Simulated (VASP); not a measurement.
# PbSe (Cmcm) in VASP: settings compared

The runs below take PbSe through single point, with PBEsol, LDA, BLYP.

All numbers are computed with VASP 6.6.1; they aren't measurements. Logs are shortened: lines on timing, memory, paths and dates and some standing lists are left out, and cuts for length are marked.

## Step 1: The cell of the first run

It takes space group Cmcm (No. 63, orthorhombic). Conventional cell: a = 4.310 Å, b = 12.268 Å, c = 4.450 Å, α = 90.00°, β = 90.00°, γ = 90.00°. Within 3.7 Å of Pb (site symmetry m2m) lie 5 Se at 2.82 to 3.10 Å. Se (site symmetry m2m) has 5 Pb at 2.82 to 3.10 Å within 3.7 Å.

## Step 2: Single point, PBEsol

Input file INCAR:

```
SYSTEM = PbSe
ALGO     = Normal         ! electronic algorithm
EDIFF    = 1E-6           ! SCF threshold, eV
ENCUT    = 500            ! plane-wave cutoff, eV
GGA      = PS             ! functional
GGA_COMPAT= .FALSE.      
ISIF     = 2              ! what is computed and relaxed
ISMEAR   = 0              ! smearing method
LASPH    = .TRUE.         ! aspherical terms in the spheres
LCHARG   = .FALSE.        ! write CHGCAR
LREAL    = .FALSE.        ! projectors in reciprocal space
LWAVE    = .FALSE.        ! write WAVECAR
NBANDS   = 28             ! bands
NELM     = 120            ! most SCF steps
PREC     = Accurate       ! precision mode
SIGMA    = 0.01           ! smearing width, eV
```

Input file KPOINTS:

```
k-points
0
G
  6 6 6
  0 0 0
```

Input file POSCAR:

```
PbSe
1.0
    2.1548765000     -6.1339475000      0.0000000000
    2.1548765000      6.1339475000      0.0000000000
    0.0000000000      0.0000000000      4.4504940000
Pb Se
2 2
Direct
    0.6317610000      0.3682390000      0.7500000000
    0.3682390000      0.6317610000      0.2500000000
    0.8612900000      0.1387100000      0.7500000000
    0.1387100000      0.8612900000      0.2500000000
```

Potentials or basis: VASP PAW PBE potentials, release 64 (Pb_d, Se).

On the command line:

```console
$ cat potpaw_PBE.64/Pb_d/POTCAR potpaw_PBE.64/Se/POTCAR > POTCAR
$ mpirun -np 1 vasp_std > vasp.out
```

OUTCAR:

```text
SYSTEM = PbSe
   EDIFF = 1E-6
   ENCUT = 500
   GGA = PS
   ISIF = 2
   ISMEAR = 0
   LASPH = .TRUE.
   LREAL = .FALSE.
   NELM = 120
   PREC = Accurate

 ion  position               nearest neighbor table
   1  0.632  0.368  0.750-   3 2.82   4 3.10   4 3.10   4 3.10   4 3.10   2 3.92   2 3.92
   2  0.368  0.632  0.250-   4 2.82   3 3.10   3 3.10   3 3.10   3 3.10   1 3.92   1 3.92
   3  0.861  0.139  0.750-   1 2.82   2 3.10   2 3.10   2 3.10   2 3.10
   4  0.139  0.861  0.250-   2 2.82   1 3.10   1 3.10   1 3.10   1 3.10

  LATTYP: Found a base centered orthorhombic cell.
 ALAT       =     4.3097530000
 B/A-ratio  =     2.8465424817
 C/A-ratio  =     1.0326563959

  Lattice vectors:

 A1 = (   2.1548765000,  -6.1339475000,   0.0000000000)
 A2 = (   2.1548765000,   6.1339475000,   0.0000000000)
 A3 = (   0.0000000000,   0.0000000000,   4.4504940000)

Analysis of symmetry for initial positions (statically):
=====================================================================
 Subroutine PRICEL returns:
 Original cell was already a primitive cell.

 Routine SETGRP: Setting up the symmetry group for a
 base centered orthorhombic supercell.

 Subroutine GETGRP returns: Found  8 space group operations
 (whereof  4 operations were pure point group operations)
 out of a pool of  8 trial point group operations.

The static configuration has the point symmetry C_2h.
 The point group associated with its full space group is D_2h.

Analysis of symmetry for dynamics (positions and initial velocities):
=====================================================================
 Subroutine PRICEL returns:
 Original cell was already a primitive cell.

 Routine SETGRP: Setting up the symmetry group for a
 base centered orthorhombic supercell.

 Subroutine GETGRP returns: Found  8 space group operations
 (whereof  4 operations were pure point group operations)
 out of a pool of  8 trial point group operations.

The dynamic configuration has the point symmetry C_2h.
 The point group associated with its full space group is D_2h.

 Subroutine INISYM returns: Found  8 space group operations
 (whereof  4 operations are pure point group operations),
 and found     1 'primitive' translations

----------------------------------------------------------------------------------------

                                     Primitive cell

  volume of cell :     117.6524

  direct lattice vectors                    reciprocal lattice vectors
[... 92 lines left out ...]
   LREAL  =      F    real-space projection
   EDIFFG = 0.1E-04   stopping-criterion for IOM
   NSW    =      0    number of steps for IOM
   IBRION =     -1    ionic relax: 0-MD 1-quasi-New 2-CG
   NFREE  =      0    steps in history (QN), initial steepest desc. (CG)
   ISIF   =      2    stress and relaxation
   ISYM   =      2    0-nonsym 1-usesym 2-fastsym
   POTIM  = 0.5000    time-step for ionic-motion
   TEBEG  =    0.0;   TEEND  =   0.0 temperature during run
   PSTRESS=    0.0 pullay stress
   NELECT =      40.0000    total number of electrons
   NUPDOWN=      -1.0000    fix difference up-down
   EMIN   =  10.00;   EMAX   =-10.00  energy-range for DOS
   EFERMI =   0.00;   METHOD = LEGACY
   ISMEAR =     0;   SIGMA  =   0.01  broadening in eV -4-tet -1-fermi 0-gaus
   EFERMI_NEDOS =   21; number of points for ismear=-14 and -15
   IALGO  =     38    algorithm
   IMIX   =      4    mixing-type and parameters
     AMIX     =   0.40;   BMIX     =  1.00
     AMIX_MAG =   1.60;   BMIX_MAG =  1.00
  volume/ion in A,a.u.               =      29.41       198.49
  Fermi-wavevector in a.u.,A,eV,Ry     =   1.142601  2.159203 17.762911  1.305537
  Thomas-Fermi vector in A             =   2.279298
   LORBIT       =      0    0 simple, 1 ext, 2 COOP (PROOUT), +10 PAW based schemes
   GGA     = PS    functional components
   LHFCALC =     F    Hartree Fock is set to
   AEXX    =    0.0000 exact exchange contribution
   IVDW    =     0    specifies the selected vdW correction
   LEPSILON=     F    determine dielectric tensor
   LRPA    =     F    only Hartree local field effects (RPA)
 non-spin polarized calculation
 Gauss-broadening in eV      SIGMA  =   0.01
  energy-cutoff  :      500.00
  volume of cell :      117.65
 maximum number of plane-waves:      3004
   NGX = 23   NGY = 23   NGZ = 17

 number of electron      39.9999996 magnetization

 Free energy of the ion-electron system (eV)
  ---------------------------------------------------
  ext. energy  EPLUGINS =         0.00000000
  ---------------------------------------------------
  free energy    TOTEN  =       -17.61819105 eV

  energy without entropy =      -17.61819105  energy(sigma->0) =      -17.61819105

 E-fermi :   4.1875     XC(G=0):  -9.6104

 val. band max:        4.0725198409   @ k =   0.0000   0.0000   0.5000
 cond. band min:       5.1444380561   @ k =   0.3333   0.3333   0.1667
 fundamental gap:      1.0719182152
 Fermi energy:         4.1875351902

 k-point     1 :       0.0000    0.0000    0.0000
  band No.  band energies     occupation
      1     -12.2794      2.00000
      2     -12.1931      2.00000
      3     -12.1855      2.00000
      4     -12.1852      2.00000
      5     -12.1640      2.00000
      6     -12.1590      2.00000
[... 733 lines left out ...]
     27      11.0015      0.00000
     28      11.3081      0.00000

 [... further k-points ...]

------------------------ aborting loop because EDIFF is reached ----------------------------------------

  FORCE on cell =-STRESS in cart. coord.  units (eV):
  Direction    XX          YY          ZZ          XY          YZ          ZX
  --------------------------------------------------------------------------------------
  -------------------------------------------------------------------------------------
  Total       -1.3540372     -1.0556656     -1.4014885      0.0000000      0.0000000      0.0000000
  in kB      -18.4391340    -14.3759410    -19.0853205      0.0000000      0.0000000      0.0000000
  external PRESSURE =     -17.3001318 kB  Pullay stress =       0.0000000 kB

 VOLUME and BASIS-vectors are now :
 -----------------------------------------------------------------------------
  energy-cutoff  :      500.00
  volume of cell :      117.65
      direct lattice vectors                 reciprocal lattice vectors
     2.154876500 -6.133947500  0.000000000     0.232031859 -0.081513577  0.000000000
     2.154876500  6.133947500  0.000000000     0.232031859  0.081513577  0.000000000
     0.000000000  0.000000000  4.450494000     0.000000000  0.000000000  0.224694158

 POSITION                                       TOTAL-FORCE (eV/Angst)
 -----------------------------------------------------------------------------------
      2.15488     -1.61643      3.33787         0.000000     -0.007579     -0.000000
      2.15488      1.61643      1.11262         0.000000      0.007579      0.000000
      2.15488     -4.43227      3.33787         0.000000     -0.056267      0.000000
      2.15488      4.43227      1.11262         0.000000      0.056267     -0.000000
 -----------------------------------------------------------------------------------
    total drift:                                0.000000      0.000000      0.000000

  FREE ENERGIE OF THE ION-ELECTRON SYSTEM (eV)
  ---------------------------------------------------
  free  energy   TOTEN  =       -17.6181910485 eV

  energy  without entropy=      -17.6181910485  energy(sigma->0) =      -17.61819105
```

OSZICAR:

```text
N       E                     dE             d eps       ncg     rms          rms(c)
DAV:   1     0.402299775131E+03    0.40230E+03   -0.18291E+04  2912   0.145E+03
DAV:   2     0.250355499658E+02   -0.37726E+03   -0.36655E+03  2936   0.385E+02
DAV:   3    -0.164005712705E+02   -0.41436E+02   -0.40537E+02  3792   0.146E+02
DAV:   4    -0.181523851924E+02   -0.17518E+01   -0.17467E+01  3436   0.322E+01
DAV:   5    -0.182129395976E+02   -0.60554E-01   -0.60546E-01  3692   0.636E+00    0.383E+00
DAV:   6    -0.176309959163E+02    0.58194E+00   -0.12888E+00  4012   0.755E+00    0.209E+00
DAV:   7    -0.176199048380E+02    0.11091E-01   -0.29394E-01  3680   0.231E+00    0.119E+00
DAV:   8    -0.176206048115E+02   -0.69997E-03   -0.41858E-02  3888   0.170E+00    0.269E-01
DAV:   9    -0.176180707448E+02    0.25341E-02   -0.10543E-02  4032   0.826E-01    0.649E-02
DAV:  10    -0.176181821500E+02   -0.11141E-03   -0.80923E-04  3124   0.132E-01    0.272E-02
DAV:  11    -0.176181914692E+02   -0.93192E-05   -0.54124E-05  4256   0.515E-02    0.798E-03
DAV:  12    -0.176181910485E+02    0.42071E-06   -0.50077E-06  2736   0.132E-02
   1 F= -.17618191E+02 E0= -.17618191E+02  d E =-.185022E-61
```

Wall time 3.3 min (1 thread of Intel Xeon Platinum 8259CL at 2.50GHz (Skylake/Cascade Lake), shared host); peak memory 0.33 GiB.

What came out:

| Item | Value |
| --- | --- |
| Free energy | -17.6182 eV |
| Pressure | -1.7 GPa |
| Largest force | 0.056 eV/Å |
| Band gap on the k mesh | 1.07 eV (least direct gap 1.19 eV) |

Forces on the atoms (eV/Å):
```
Pb   0.000 -0.008  0.000
Pb   0.000  0.008  0.000
Se   0.000 -0.056  0.000
Se   0.000  0.056  0.000
```

Caveat: the PAW data sets were made with another functional, which shifts forces and pressure a little; spin-orbit coupling is left out, which moves the levels of the heavy elements.

## Step 3: Single point, LDA

Input file INCAR:

```
ALGO     = Normal         # electronic algorithm
EDIFF    = 1E-6           # SCF threshold, eV
ENCUT    = 500            # plane-wave cutoff, eV
GGA_COMPAT= F            
ISIF     = 2              # what is computed and relaxed
ISMEAR   = 0              # smearing method
LASPH    = T              # aspherical terms in the spheres
LCHARG   = F              # write CHGCAR
LREAL    = F              # projectors in reciprocal space
LWAVE    = F              # write WAVECAR
NBANDS   = 28             # bands
NELM     = 120            # most SCF steps
PREC     = Accurate       # precision mode
SIGMA    = 0.01           # smearing width, eV
```

Input file KPOINTS:

```
k-points
0
Gamma
  6 6 6
```

POSCAR is that of step 2.

Potentials or basis: VASP PAW LDA potentials, release 64 (Pb_d, Se).

On the command line:

```console
$ cat potpaw_LDA.64/Pb_d/POTCAR potpaw_LDA.64/Se/POTCAR > POTCAR
$ mpirun -np 1 vasp_std > vasp.out
```

Wall time 3.1 min (1 thread of Intel Xeon Platinum 8259CL at 2.50GHz (Skylake/Cascade Lake), shared host); peak memory 0.3 GiB.

It converged, with:

| Quantity | Value |
| --- | --- |
| Free energy | -18.6383 eV |
| Pressure | -3.2 GPa |
| Largest force | 0.075 eV/Å |
| Band gap on the k mesh | 1.02 eV (least direct gap 1.14 eV) |

Forces on the atoms (eV/Å):
```
Pb   0.000 -0.075  0.000
Pb   0.000  0.075  0.000
Se   0.000  0.013  0.000
Se   0.000 -0.013  0.000
```

Stress tensor (GPa, compression positive):
```
-3.26  0.00  0.00
 0.00 -2.82  0.00
 0.00  0.00 -3.42
```

Levels at points of the mesh, in eV from the valence-band top:
| k point | band 17 | band 18 | band 19 | band 20 | band 21 | band 22 | band 23 | band 24 |
| --- | --- | --- | --- | --- | --- | --- | --- | --- |
| (0.00, 0.00, 0.00) | -2.12 | -1.51 | -1.25 | -0.35 | 4.41 | 4.45 | 4.63 | 5.26 |
| (0.50, 0.00, 0.00) | -1.14 | -0.87 | -0.44 | -0.22 | 1.46 | 1.59 | 1.82 | 2.67 |
| (0.50, 0.50, 0.00) | -1.77 | -1.68 | -1.04 | -0.54 | 1.09 | 4.24 | 4.40 | 4.58 |
| (0.00, 0.00, 0.50) | -0.82 | -0.82 | 0.00 | 0.00 | 1.48 | 1.48 | 2.32 | 2.32 |
| (0.50, 0.00, 0.50) | -3.03 | -3.03 | -1.23 | -1.23 | 3.12 | 3.12 | 5.39 | 5.39 |
| (0.50, 0.50, 0.50) | -0.93 | -0.93 | -0.39 | -0.39 | 1.28 | 1.28 | 2.78 | 2.78 |

Caveat: the cell stands under tension; spin-orbit coupling is left out, which moves the levels of the heavy elements. A k mesh can miss the band edges.

## Step 4: Single point, BLYP

Input file INCAR:

```
SYSTEM = PbSe
PREC     = Accurate       ! precision mode
ENCUT    = 500            ! plane-wave cutoff, eV
EDIFF    = 1E-6           ! SCF threshold, eV
ISMEAR   = 0              ! smearing method
SIGMA    = 0.01           ! smearing width, eV
LREAL    = .FALSE.        ! projectors in reciprocal space
LASPH    = .TRUE.         ! aspherical terms in the spheres
NELM     = 120            ! most SCF steps
ALGO     = Normal         ! electronic algorithm
ISIF     = 2              ! what is computed and relaxed
LWAVE    = .FALSE.        ! write WAVECAR
LCHARG   = .FALSE.        ! write CHGCAR
GGA      = B5             ! functional
ALDAX    = 1.0          
AGGAX    = 1.0          
AGGAC    = 1.0          
ALDAC    = 0.0          
NBANDS   = 28             ! bands
GGA_COMPAT= .FALSE.
```

Input file KPOINTS:

```
Automatic mesh
0
G
  6 6 6
  0 0 0
```

POSCAR is that of step 3.

Potentials or basis: VASP PAW PBE potentials, release 64 (Pb_d, Se).

On the command line:

```console
$ cat potpaw_PBE.64/Pb_d/POTCAR potpaw_PBE.64/Se/POTCAR > POTCAR
$ mpirun -np 1 vasp_std > vasp.out
```

Wall time 4.5 min (1 thread of Intel Xeon Platinum 8259CL at 2.50GHz (Skylake/Cascade Lake), shared host); peak memory 0.33 GiB.

The run converged. Its results:

| Item | Value |
| --- | --- |
| Free energy | -13.9114 eV |
| Pressure | 4.5 GPa |
| Largest force | 0.228 eV/Å |
| Band gap on the k mesh | 1.18 eV (least direct gap 1.32 eV) |

Forces on the atoms (eV/Å):
```
Pb   0.000  0.224  0.000
Pb   0.000 -0.224  0.000
Se   0.000 -0.228  0.000
Se   0.000  0.228  0.000
```

Stress tensor (GPa, compression positive):
```
4.40 0.00 0.00
0.00 4.72 0.00
0.00 0.00 4.40
```

Levels at points of the mesh, in eV from the valence-band top:
```csv
k point,band 18,band 19,band 20,band 21,band 22,band 23
"(0.00, 0.00, 0.00)",-1.50,-1.26,-0.37,4.53,4.65,4.73
"(0.50, 0.00, 0.00)",-0.86,-0.42,-0.19,1.62,1.70,1.89
"(0.50, 0.50, 0.00)",-1.67,-1.06,-0.53,1.20,4.27,4.55
"(0.00, 0.00, 0.50)",-0.83,0.00,0.00,1.64,1.64,2.38
"(0.50, 0.00, 0.50)",-2.95,-1.24,-1.24,3.25,3.25,5.44
"(0.50, 0.50, 0.50)",-0.94,-0.33,-0.33,1.40,1.40,2.81
```

Caveat: the cell stands under pressure; the PAW data sets were made with another functional, which shifts forces and pressure a little; spin-orbit coupling is left out, which moves the levels of the heavy elements.

## Step 5: Summary

| level | potentials or basis | gap on the mesh (eV) | pressure (GPa) | largest force (eV/Å) |
| --- | --- | --- | --- | --- |
| PBEsol | VASP PAW PBE potentials, release 64 (Pb_d, Se) | 1.07 | -1.7 | 0.06 |
| LDA | VASP PAW LDA potentials, release 64 (Pb_d, Se) | 1.02 | -3.2 | 0.08 |
| BLYP | VASP PAW PBE potentials, release 64 (Pb_d, Se) | 1.18 | 4.5 | 0.23 |

Alike in all rows: task single point; no spin polarisation; cell as given; k mesh 6 × 6 × 6; cutoff (eV) 500; smearing gaussian 0.01 eV.

Caveats: spin-orbit coupling is left out, which moves the levels of the heavy elements; the PAW data sets were made with another functional, which shifts forces and pressure a little (at least some runs); the cell stands under tension (at least some runs); the cell stands under pressure (at least some runs).

Absolute energies hang on the potentials; compare differences alone.
